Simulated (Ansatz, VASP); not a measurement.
# One calculation of Sn2TeO2, two programs

```
Sn Te O
1.0
     8.39207    0.00000    0.00000
     0.00000    8.39207    0.00000
     0.00000    0.00000    3.29588
Sn Te O
4 2 4
Cartesian
  5.6260 1.4300 1.6479
  2.7660 6.9621 1.6479
  1.4300 2.7660 1.6479
  6.9621 5.6260 1.6479
  4.1960 4.1960 0.0000
  0.0000 0.0000 0.0000
  1.8202 6.0162 0.0000
  6.5719 2.3759 0.0000
  6.0162 6.5719 0.0000
  2.3759 1.8202 0.0000
```

Change from the starting cell: species swapped into the Er2InCu2 type (P4/mbm, No. 127).

Alike in both runs: functional PBE; k mesh 2 × 2 × 6; occupations gaussian, width 0.1 eV; no spin polarisation.

Ansatz relaxed the structure, and its values are those at the end. VASP's run is a single point on that final structure, the one shown.

```csv
,VASP,Ansatz
version,VASP 6.6.1,Ansatz 0.2.0
potentials or method,"VASP PAW PBE potentials, release 64 (Sn_d, Te, O), cutoff 520 eV","scalar-relativistic, plane waves, PAW"
valence electrons in the cell,92,112
```

|  | VASP | Ansatz | Ansatz less VASP |
| --- | --- | --- | --- |
| gap on the k mesh at the Fermi level (eV) | none | none | - |
| pressure (GPa) | 0.1 | 0.0 | -0.09 |
| rms of the force components (eV/Å) | 0.043 | 0.009 | -0.0335 |

A gap of «none» marks a metal or a gap that the smearing closes. VASP's potentials hold 92 valence electrons a cell and Ansatz's 112, so a difference there can come from the potentials and not from the codes.

The k mesh is coarse, so the values compare programs but aren't converged. Spin-orbit coupling is off throughout.
